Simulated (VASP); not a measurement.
Input of a VASP 6.6.1 run:

The input INCAR:

```
SYSTEM = SiO2
PREC = Accurate ; ENCUT = 600
EDIFF = 1E-6 ; ISMEAR = 0
SIGMA = 0.02 ; LREAL = .False.
LASPH = .True. ; NELM = 60
ALGO = Normal ; ISIF = 4
LWAVE = .False. ; LCHARG = .False.
GGA = PE ; IBRION = 2
NSW = 50 ; EDIFFG = -0.01
```

File KPOINTS:

```
Automatic mesh
0
Gamma
  6 6 6
  0 0 0
```

The input POSCAR:

```
SiO2
1.0
   -2.5709449715      2.5709449715      3.7387468507
    2.5709449715     -2.5709449715      3.7387468507
    2.5709449715      2.5709449715     -3.7387468507
Si O
2 4
Direct
    0.0000000000      0.0000000000      0.0000000000
    0.7500000000      0.2500000000      0.5000000000
    0.9550129766      0.6250000000      0.8300129766
    0.3750000000      0.2050129766      0.3300129766
    0.7949870234      0.1250000000      0.1699870234
    0.8750000000      0.0449870234      0.6699870234
```

Potentials or basis: VASP PAW PBE potentials, release 64 (Si, O).

Command:

```sh
$ cat potpaw_PBE.64/Si/POTCAR potpaw_PBE.64/O/POTCAR > POTCAR
$ mpirun -np 1 vasp_std > vasp.out
```

Estimate the band gap on the k mesh.

5.54 eV.

Final structure:
```
Si O
1.0
    -2.57917    2.57917    3.71493
     2.57917   -2.57917    3.71493
     2.57917    2.57917   -3.71493
Si O
2 4
Direct
  0.00000 0.00000 0.00000
  0.75000 0.25000 0.50000
  0.94130 0.62500 0.81630
  0.37500 0.19130 0.31630
  0.80870 0.12500 0.18370
  0.87500 0.05870 0.68370
```

A k mesh can miss the band edges.
